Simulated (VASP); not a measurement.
# Y (Fm-3m) in VASP: single point with PBEsol

Aim: the single point of Y with PBEsol.

Everything below comes from runs of VASP 6.6.1. Logs are shortened: lines on timing, memory, paths and dates and some standing lists are left out, and cuts for length are marked.

## 1. The cell of the first run

Symmetry: Fm-3m, No. 225, cubic system. The conventional cell has a = 4.977 Å, b = 4.977 Å, c = 4.977 Å, α = 90.00°, β = 90.00°, γ = 90.00°. Within 4.6 Å of Y (site symmetry m-3m) lie 12 Y at 3.52 Å.

## 2. Single point, PBEsol

Input file INCAR:

```
SYSTEM = Y
PREC = Accurate ; ENCUT = 520
EDIFF = 1E-7 ; ISMEAR = 0
SIGMA = 0.05 ; LREAL = .False.
LASPH = .True. ; NELM = 80
ALGO = Normal ; ISIF = 2
LWAVE = .False. ; LCHARG = .False.
GGA = PS ; NBANDS = 30
```

Input file KPOINTS:

```
Automatic mesh
0
Gamma
  8 8 8
  0 0 0
```

Input file POSCAR:

```
Y
1.0
    4.9767555080      0.0000000000      0.0000000000
    0.0000000000      4.9767555080      0.0000000000
    0.0000000000      0.0000000000      4.9767555080
Y
4
Direct
    0.0000000000      0.0000000000      0.0000000000
    0.0000000000      0.5000000000      0.5000000000
    0.5000000000      0.0000000000      0.5000000000
    0.5000000000      0.5000000000      0.0000000000
```

Potentials or basis: VASP PAW PBE potentials, release 64 (Y_sv).

Started as:

```
$ cat potpaw_PBE.64/Y_sv/POTCAR > POTCAR
$ mpirun -np 1 vasp_std > vasp.out
```

OUTCAR:

```text
SYSTEM = Y
   PREC = Accurate
   ENCUT = 520
   EDIFF = 1E-7
   ISMEAR = 0
   LREAL = .False.
   LASPH = .True.
   NELM = 80
   ISIF = 2
   GGA = PS

 ion  position               nearest neighbor table
   1  0.000  0.000  0.000-   2 3.52   3 3.52   4 3.52   2 3.52   3 3.52   2 3.52   4 3.52   2 3.52
                             3 3.52   4 3.52   3 3.52   4 3.52
   2  0.000  0.500  0.500-   1 3.52   3 3.52   4 3.52   1 3.52   4 3.52   1 3.52   3 3.52   1 3.52
                             3 3.52   4 3.52   4 3.52   3 3.52
   3  0.500  0.000  0.500-   1 3.52   2 3.52   4 3.52   1 3.52   4 3.52   2 3.52   4 3.52   4 3.52
                             1 3.52   2 3.52   1 3.52   2 3.52
   4  0.500  0.500  0.000-   1 3.52   2 3.52   3 3.52   2 3.52   3 3.52   1 3.52   3 3.52   3 3.52
                             1 3.52   2 3.52   2 3.52   1 3.52

  LATTYP: Found a simple cubic cell.
 ALAT       =     4.9767555080

  Lattice vectors:

 A1 = (   4.9767555080,   0.0000000000,   0.0000000000)
 A2 = (   0.0000000000,   4.9767555080,   0.0000000000)
 A3 = (   0.0000000000,   0.0000000000,   4.9767555080)

Analysis of symmetry for initial positions (statically):
=====================================================================
 Subroutine PRICEL returns following result:

  LATTYP: Found a face centered cubic cell.
 ALAT       =     4.9767555080

  Lattice vectors:

 A1 = (   2.4883777540,  -2.4883777540,   0.0000000000)
 A2 = (   2.4883777540,   0.0000000000,   2.4883777540)
 A3 = (   0.0000000000,  -2.4883777540,   2.4883777540)

   4 primitive cells build up your supercell.

 Routine SETGRP: Setting up the symmetry group for a
 simple cubic supercell.

 Subroutine GETGRP returns: Found 48 space group operations
 (whereof 48 operations were pure point group operations)
 out of a pool of 48 trial point group operations.

The static configuration has the point symmetry O_h .

Analysis of symmetry for dynamics (positions and initial velocities):
=====================================================================
 Subroutine PRICEL returns following result:

  LATTYP: Found a face centered cubic cell.
 ALAT       =     4.9767555080

  Lattice vectors:

 A1 = (   2.4883777540,  -2.4883777540,   0.0000000000)
 A2 = (   2.4883777540,   0.0000000000,   2.4883777540)
 A3 = (   0.0000000000,  -2.4883777540,   2.4883777540)

   4 primitive cells build up your supercell.

 Routine SETGRP: Setting up the symmetry group for a
 simple cubic supercell.

 Subroutine GETGRP returns: Found 48 space group operations
 (whereof 48 operations were pure point group operations)
 out of a pool of 48 trial point group operations.

The dynamic configuration has the point symmetry O_h .

 Subroutine INISYM returns: Found 48 space group operations
 (whereof 48 operations are pure point group operations),
 and found     4 'primitive' translations

----------------------------------------------------------------------------------------

                                     Primitive cell

  volume of cell :      30.8162

  direct lattice vectors                    reciprocal lattice vectors
     2.488377754 -2.488377754  0.000000000     0.200934122 -0.200934122 -0.200934122
     2.488377754  0.000000000  2.488377754     0.200934122  0.200934122  0.200934122
     0.000000000 -2.488377754  2.488377754    -0.200934122 -0.200934122  0.200934122

  length of vectors
     3.519097568  3.519097568  3.519097568     0.348028109  0.348028109  0.348028109

  position of ions in fractional coordinates (direct lattice)
     0.000000000  0.000000000  0.000000000

  ion indices of the primitive-cell ions
   primitive index   ion index
                 1           1

----------------------------------------------------------------------------------------

 KPOINTS: Automatic mesh

Automatic generation of k-mesh.
 Grid dimensions read from file:
 generate k-points for:    8    8    8

 Generating k-lattice:

  Cartesian coordinates                     Fractional coordinates (reciprocal lattice)
     0.025116765  0.000000000  0.000000000     0.125000000  0.000000000  0.000000000
     0.000000000  0.025116765  0.000000000     0.000000000  0.125000000  0.000000000
     0.000000000  0.000000000  0.025116765     0.000000000  0.000000000  0.125000000

  Length of vectors
     0.025116765  0.025116765  0.025116765

  Shift w.r.t. Gamma in fractional coordinates (k-lattice)
     0.000000000  0.000000000  0.000000000

 Subroutine IBZKPT returns following result:
 ===========================================

 Found     35 irreducible k-points:

 Following reciprocal coordinates:
            Coordinates               Weight
  0.000000  0.000000  0.000000      1.000000
  0.125000  0.000000  0.000000      6.000000
  0.250000  0.000000  0.000000      6.000000
  0.375000  0.000000  0.000000      6.000000
  0.500000  0.000000  0.000000      3.000000
  0.125000  0.125000  0.000000     12.000000
[... 16 lines left out ...]
  0.375000  0.375000  0.125000     24.000000
  0.500000  0.375000  0.125000     24.000000
 [... further k-points ...]
   k-points           NKPTS =     35   k-points in BZ     NKDIM =     35   number of bands    NBANDS=     30
   number of dos      NEDOS =    301   number of ions     NIONS =      4
   total plane-waves  NPLWV =  64000
   dimension x,y,z NGX =    40 NGY =   40 NGZ =   40
   dimension x,y,z NGXF=    80 NGYF=   80 NGZF=   80
   ions per type =               4
   NGX,Y,Z   is equivalent  to a cutoff of  13.36, 13.36, 13.36 a.u.
   NGXF,Y,Z  is equivalent  to a cutoff of  26.72, 26.72, 26.72 a.u.
 SYSTEM =  Y
   PREC   = accura    normal or accurate (medium, high low for compatibility)
   ISTART =      0    job   : 0-new  1-cont  2-samecut
   ICHARG =      2    charge: 1-file 2-atom 10-const
   ISPIN  =      1    spin polarized calculation?
   LNONCOLLINEAR =      F non collinear calculations
   LSORBIT =      F    spin-orbit coupling
   LASPH  =      T    aspherical Exc in radial PAW
   ENCUT  =  520.0 eV  38.22 Ry    6.18 a.u.   9.25  9.25  9.25*2*pi/ulx,y,z
   NELM   =     80;   NELMIN=  2; NELMDL= -5     # of ELM steps
   EDIFF  = 0.1E-06   stopping-criterion for ELM
   LREAL  =      F    real-space projection
   EDIFFG = 0.1E-05   stopping-criterion for IOM
   NSW    =      0    number of steps for IOM
   IBRION =     -1    ionic relax: 0-MD 1-quasi-New 2-CG
   NFREE  =      0    steps in history (QN), initial steepest desc. (CG)
   ISIF   =      2    stress and relaxation
   ISYM   =      2    0-nonsym 1-usesym 2-fastsym
   POTIM  = 0.5000    time-step for ionic-motion
   TEBEG  =    0.0;   TEEND  =   0.0 temperature during run
   PSTRESS=    0.0 pullay stress
   NELECT =      44.0000    total number of electrons
   NUPDOWN=      -1.0000    fix difference up-down
   EMIN   =  10.00;   EMAX   =-10.00  energy-range for DOS
   EFERMI =   0.00;   METHOD = LEGACY
   ISMEAR =     0;   SIGMA  =   0.05  broadening in eV -4-tet -1-fermi 0-gaus
   EFERMI_NEDOS =   21; number of points for ismear=-14 and -15
   IALGO  =     38    algorithm
   IMIX   =      4    mixing-type and parameters
     AMIX     =   0.40;   BMIX     =  1.00
     AMIX_MAG =   1.60;   BMIX_MAG =  1.00
  volume/ion in A,a.u.               =      30.82       207.96
  Fermi-wavevector in a.u.,A,eV,Ry     =   1.161304  2.194547 18.349198  1.348628
  Thomas-Fermi vector in A             =   2.297878
   LORBIT       =      0    0 simple, 1 ext, 2 COOP (PROOUT), +10 PAW based schemes
   GGA     = PS    functional components
   LHFCALC =     F    Hartree Fock is set to
   AEXX    =    0.0000 exact exchange contribution
   IVDW    =     0    specifies the selected vdW correction
   LEPSILON=     F    determine dielectric tensor
   LRPA    =     F    only Hartree local field effects (RPA)
 non-spin polarized calculation
 Gauss-broadening in eV      SIGMA  =   0.05
  energy-cutoff  :      520.00
  volume of cell :      123.26
 maximum number of plane-waves:      3362
 NGX is ok and might be reduce to    40
   NGX = 19   NGY = 19   NGZ = 19

 number of electron      44.0000000 magnetization

 Free energy of the ion-electron system (eV)
  ---------------------------------------------------
  ext. energy  EPLUGINS =         0.00000000
  ---------------------------------------------------
  free energy    TOTEN  =       -27.21903277 eV

  energy without entropy =      -27.21193999  energy(sigma->0) =      -27.21548638

 E-fermi :   3.2734     XC(G=0):  -9.7834

 val. band max:        3.2648906454   @ k =   0.3750   0.3750   0.2500
 cond. band min:       3.2887267482   @ k =   0.5000   0.3750   0.1250
 fundamental gap:      0.0238361028
 Fermi energy:         3.2734314612

 k-point     1 :       0.0000    0.0000    0.0000
  band No.  band energies     occupation
      1     -39.2108      2.00000
      2     -39.0999      2.00000
      3     -39.0999      2.00000
      4     -39.0999      2.00000
      5     -19.5233      2.00000
      6     -19.5233      2.00000
[... 22 lines left out ...]
     29       5.5798      0.00000
     30       7.2319      0.00000

 k-point     2 :       0.1250    0.0000    0.0000
  band No.  band energies     occupation
      1     -39.2066      2.00000
      2     -39.1042      2.00000
      3     -39.0999      2.00000
      4     -39.0999      2.00000
      5     -19.5087      2.00000
      6     -19.5087      2.00000
[... 22 lines left out ...]
     29       5.3446      0.00000
     30       7.0208      0.00000

 k-point     3 :       0.2500    0.0000    0.0000
  band No.  band energies     occupation
      1     -39.1947      2.00000
      2     -39.1163      2.00000
      3     -39.0999      2.00000
      4     -39.0999      2.00000
      5     -19.4670      2.00000
      6     -19.4670      2.00000
[... 22 lines left out ...]
     29       5.3974      0.00000
     30       6.4590      0.00000

 k-point     4 :       0.3750    0.0000    0.0000
  band No.  band energies     occupation
      1     -39.1767      2.00000
      2     -39.1343      2.00000
      3     -39.0998      2.00000
      4     -39.0998      2.00000
      5     -19.4039      2.00000
      6     -19.4039      2.00000
[... 22 lines left out ...]
     29       5.7914      0.00000
     30       5.7914      0.00000

 k-point     5 :       0.5000    0.0000    0.0000
  band No.  band energies     occupation
      1     -39.1555      2.00000
      2     -39.1555      2.00000
      3     -39.0998      2.00000
      4     -39.0998      2.00000
      5     -19.3284      2.00000
      6     -19.3284      2.00000
[... 22 lines left out ...]
     29       5.9807      0.00000
     30       5.9808      0.00000
[... 526 lines left out ...]
     29       5.6003      0.00000
     30       6.2419      0.00000

 k-point    22 :       0.5000    0.2500    0.1250
  band No.  band energies     occupation
      1     -39.1458      2.00000
      2     -39.1458      2.00000
      3     -39.1093      2.00000
      4     -39.1093      2.00000
      5     -19.4199      2.00000
      6     -19.4199      2.00000
[... 22 lines left out ...]
     29       5.8468      0.00000
     30       5.8468      0.00000

 k-point    23 :       0.3750    0.3750    0.1250
  band No.  band energies     occupation
      1     -39.1513      2.00000
      2     -39.1234      2.00000
      3     -39.1234      2.00000
      4     -39.1119      2.00000
      5     -19.4322      2.00000
      6     -19.4203      2.00000
[... 22 lines left out ...]
     29       5.5712      0.00000
     30       5.9747      0.00000

 k-point    24 :       0.5000    0.3750    0.1250
  band No.  band energies     occupation
      1     -39.1373      2.00000
      2     -39.1373      2.00000
      3     -39.1176      2.00000
      4     -39.1176      2.00000
      5     -19.4346      2.00000
      6     -19.4346      2.00000
[... 22 lines left out ...]
     29       5.6759      0.00000
     30       5.6760      0.00000

 [... further k-points ...]

------------------------ aborting loop because EDIFF is reached ----------------------------------------

  FORCE on cell =-STRESS in cart. coord.  units (eV):
  Direction    XX          YY          ZZ          XY          YZ          ZX
  --------------------------------------------------------------------------------------
  -------------------------------------------------------------------------------------
  Total       -0.1149151     -0.1149151     -0.1149151     -0.0000000      0.0000000     -0.0000000
  in kB       -1.4936500     -1.4936500     -1.4936500     -0.0000000      0.0000000     -0.0000000
  external PRESSURE =      -1.4936500 kB  Pullay stress =       0.0000000 kB

 VOLUME and BASIS-vectors are now :
 -----------------------------------------------------------------------------
  energy-cutoff  :      520.00
  volume of cell :      123.26
      direct lattice vectors                 reciprocal lattice vectors
     4.976755508  0.000000000  0.000000000     0.200934122  0.000000000  0.000000000
     0.000000000  4.976755508  0.000000000     0.000000000  0.200934122  0.000000000
     0.000000000  0.000000000  4.976755508     0.000000000  0.000000000  0.200934122

 POSITION                                       TOTAL-FORCE (eV/Angst)
 -----------------------------------------------------------------------------------
      0.00000      0.00000      0.00000         0.000000      0.000000     -0.000000
      0.00000      2.48838      2.48838        -0.000000      0.000000      0.000000
      2.48838      0.00000      2.48838         0.000000      0.000000     -0.000000
      2.48838      2.48838      0.00000        -0.000000     -0.000000     -0.000000
 -----------------------------------------------------------------------------------
    total drift:                               -0.000000     -0.000000     -0.000000

  FREE ENERGIE OF THE ION-ELECTRON SYSTEM (eV)
  ---------------------------------------------------
  free  energy   TOTEN  =       -27.2190327669 eV

  energy  without entropy=      -27.2119399874  energy(sigma->0) =      -27.21548638
```

It took 91 s on 1 thread of Intel Xeon Platinum 8488C (Sapphire Rapids), shared host; peak memory 0.29 GiB.

Results:

```
Free energy            : -27.2190 eV
Pressure               : -0.1 GPa
Band gap on the k mesh : zero (band 22 reaches 4.04 eV, above the bottom of band 23 at 2.27 eV)
```

Caveat: the PAW data sets were made with another functional, which shifts forces and pressure a little.
